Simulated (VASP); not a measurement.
## WSe2: single point with r2SCAN

Crystal: WSe2.

```
W Se
1.0
     3.29967    0.00000    0.00000
    -1.64983    2.85760    0.00000
     0.00000    0.00000   13.14853
W Se
2 4
Direct
  0.66667 0.33333 0.75000
  0.33333 0.66667 0.25000
  0.33333 0.66667 0.87666
  0.66667 0.33333 0.37666
  0.33333 0.66667 0.62334
  0.66667 0.33333 0.12334
```

| Quantity | Value |
| --- | --- |
| Program | VASP 6.6.1 |
| Task | single point |
| Functional | r2SCAN |
| Potentials or basis | VASP PAW PBE potentials, release 64 (W_sv, Se) |
| Cutoff | 520 eV |
| k mesh | 12 × 12 × 2 |
| Occupations | gaussian, width 0.01 eV |
| Spin | no spin polarisation |
| Dipole correction | no |
| Further INCAR settings | ALGO = Normal; EDIFF = 1e-06; NBANDS = 35 |

* Pressure: 1.7 GPa
* Largest force: 0.008 eV/Å
* Band gap on the k mesh: 1.16 eV (least direct gap 1.61 eV)

Forces on the atoms (eV/Å):
```
W    0.000  0.000  0.000
W    0.000  0.000  0.000
Se   0.000  0.000  0.008
Se   0.000  0.000  0.008
Se   0.000  0.000 -0.008
Se   0.000  0.000 -0.008
```

Stress tensor (GPa, compression positive):
```
1.69 0.00 0.00
0.00 1.69 0.00
0.00 0.00 1.59
```

Levels at points of the mesh, in eV from the valence-band top:
```tsv
k point	band 24	band 25	band 26	band 27	band 28	band 29
(0.00, 0.00, 0.00)	-1.29	-1.05	0.00	2.76	2.76	2.81
(0.50, 0.00, 0.00)	-1.47	-1.33	-1.31	2.21	2.25	2.46
(0.00, 0.00, 0.50)	-1.68	-0.25	-0.25	2.77	2.77	2.77
(0.50, 0.00, 0.50)	-1.41	-1.39	-1.39	2.23	2.23	2.62
```

It took 11 min on 1 thread of Intel(R) Xeon(R) Platinum 8259CL CPU @ 2.50GHz (Skylake/Cascade Lake) (shared host), peak memory 0.37 GiB.

Caveat: the PAW data sets were made with another functional, which shifts forces and pressure a little; spin-orbit coupling is left out, which moves the levels of the heavy elements. A k mesh can miss the band edges.
